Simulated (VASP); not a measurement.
# BN: single point with PBE

BN:

```
B N
1.0
     0.00000   -1.81239   -1.81239
    -1.81239    0.00000   -1.81239
     1.81239    1.81239   -3.62479
B N
2 2
Direct
  0.95865 0.03274 0.00000
  0.54135 0.46726 0.50000
  0.33268 0.40851 0.87500
  0.91732 0.84149 0.37500
```

This cell differs from its parent crystal: mode 4 frozen in at -0.051 Å and mode 5 at +0.085 Å (largest displacements).

```yaml
Program: VASP 6.6.1
Task: single point
Functional: PBE
Potentials_or_basis: VASP PAW PBE potentials, release 64 (B, N)
Cutoff: 520 eV
k_mesh: 6 × 6 × 6
Occupations: gaussian, width 0.05 eV
Spin: no spin polarisation
```

| Quantity | Value |
| --- | --- |
| Pressure | -0.1 GPa |
| Largest force | 1.207 eV/Å |
| Band gap on the k mesh | 4.27 eV, indirect (least direct gap 6.23 eV) |

Forces on the atoms (eV/Å):
```
B    0.543 -0.692 -0.158
B   -0.542  0.674  0.129
N    0.736 -0.915 -0.181
N   -0.737  0.932  0.210
```

Stress tensor (GPa, compression positive):
```
-0.37  1.03 -0.32
 1.03 -1.86 -0.60
-0.32 -0.60  1.98
```

Levels at points of the mesh, in eV from the valence-band top:
```
           k point  band 6  band 7  band 8  band 9  band 10  band 11
(0.00, 0.00, 0.00)   -0.24   -0.16    0.00    8.39     8.61     8.71
(0.50, 0.00, 0.00)   -4.77   -3.75   -3.71    7.08     7.48    11.66
(0.00, 0.50, 0.00)   -4.91   -3.71   -3.67    7.17     7.45    11.71
(0.50, 0.50, 0.50)   -5.18   -3.65   -3.64    7.31     7.37    12.09
(0.50, 0.50, 0.00)   -4.88   -2.20   -1.91    4.34     9.21     9.68
(0.00, 0.50, 0.50)   -4.92   -2.13   -1.94    4.30     8.92     9.75
(0.50, 0.00, 0.50)   -4.91   -2.07   -1.96    4.27     8.76     9.80
(0.00, 0.00, 0.50)   -1.41   -1.05   -1.04    8.78     8.94     9.78
```

Run time: 20 s on 1 thread of AMD EPYC 9R45 96-Core Processor (Zen 5), on a shared host, peak memory 0.13 GiB.

Caveat: the k points lie up to 0.48 Å⁻¹ apart; the cell differs from its parent crystal (mode 4 frozen in at -0.051 Å and mode 5 at +0.085 Å (largest displacements)); forces of over 1 eV/Å act on the atoms, so gaps and moduli don't describe the material at rest. A k mesh can miss the band edges.
